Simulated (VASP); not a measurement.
Write the native input for VASP 6.6.1 that does the following.

```yaml
Task: single point
Functional: PBE
Potentials_or_basis: VASP PAW PBE potentials, release 64 (Zn)
Cutoff: 520 eV
k_mesh: 10 × 10 × 13
Occupations: fermi-dirac, width 0.1 eV
Spin: no spin polarisation
Dipole_correction: no
Further_INCAR_settings: ALGO = Normal; EDIFF = 1e-07; NBANDS = 25
```

The structure of Zn lies in POSCAR:

```
Zn
1.0
    3.7707510245      0.0000000000      0.0000000000
   -1.8853755122      3.2655661786      0.0000000000
    0.0000000000      0.0000000000      2.2881605956
Zn
3
Direct
    0.0000000000      0.0000000000      0.0000000000
    0.3333333333      0.6666666667      0.5000000000
    0.6666666667      0.3333333333      0.5000000000
```

The input as run:

INCAR

```
ALGO = Normal
EDIFF = 1E-7
ENCUT = 520
GGA = PE
ISIF = 2
ISMEAR = -1
LASPH = T
LCHARG = T
LELF = T
LREAL = F
LVHAR = T
LWAVE = F
NBANDS = 25
NELM = 80
PREC = Accurate
SIGMA = 0.1
```

KPOINTS

```
k-points
0
Gamma
  10 10 13
```

Potentials or basis: VASP PAW PBE potentials, release 64 (Zn).

Command:

```bash
$ cat potpaw_PBE.64/Zn/POTCAR > POTCAR
$ mpirun -np 1 vasp_std > vasp.out
```

It gave:

```
Pressure               : 122.2 GPa
Band gap on the k mesh : zero (band 18 reaches 13.10 eV, above the bottom of band 19 at 7.60 eV)
```

Run time: 30 s on 1 thread of Intel(R) Xeon(R) 6975P-C (Granite Rapids) (shared host), peak memory 0.17 GiB.
